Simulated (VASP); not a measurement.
Here is a VASP 6.6.1 calculation.

Contents of INCAR:

```
PREC = Accurate
ENCUT = 520
EDIFF = 1E-6
ISMEAR = 0
SIGMA = 0.15
LREAL = False
LASPH = True
NELM = 80
ALGO = Normal
ISIF = 2
LWAVE = False
LCHARG = False
GGA = PE
NBANDS = 29
```

Contents of KPOINTS:

```
Automatic mesh
0
Gamma
  14 14 14
```

POSCAR

```
TiSi2
1.0
    0.0000000000      4.1351811263      4.2795976070
    2.4038689094      0.0000000000      4.2795976070
    2.4038689094      4.1351811263      0.0000000000
Ti Si
2 4
Direct
    0.7820135097      0.7179864903      0.7179864903
    0.5320135097      0.4679864903      0.4679864903
    0.0910658228      0.4719795064      0.0825830954
    0.3543715754      0.0825830954      0.4719795064
    0.1674169046      0.8956284246      0.1589341772
    0.7780204936      0.1589341772      0.8956284246
```

Potentials or basis: VASP PAW PBE potentials, release 64 (Ti_sv, Si).

Run with:

```sh
$ cat potpaw_PBE.64/Ti_sv/POTCAR potpaw_PBE.64/Si/POTCAR > POTCAR
$ mpirun -np 1 vasp_std > vasp.out
```

Q: Estimate the largest force.

A: 1.117 eV/Å.

Q: What does it give for the pressure?

A: 3.2 GPa.

Q: What does it give for the band gap on the k mesh?

A: Zero (band 20 reaches 10.65 eV, above the bottom of band 21 at 9.12 eV).

Stress tensor (GPa, compression positive):
```
7.59 0.00 0.00
0.00 0.60 0.00
0.00 0.00 1.52
```

Caveat: the cell differs from its parent crystal (mode 4 (183.3 1/cm) frozen in, largest displacement -0.300 Å); forces of over 1 eV/Å act on the atoms, so gaps and moduli don't describe the material at rest.
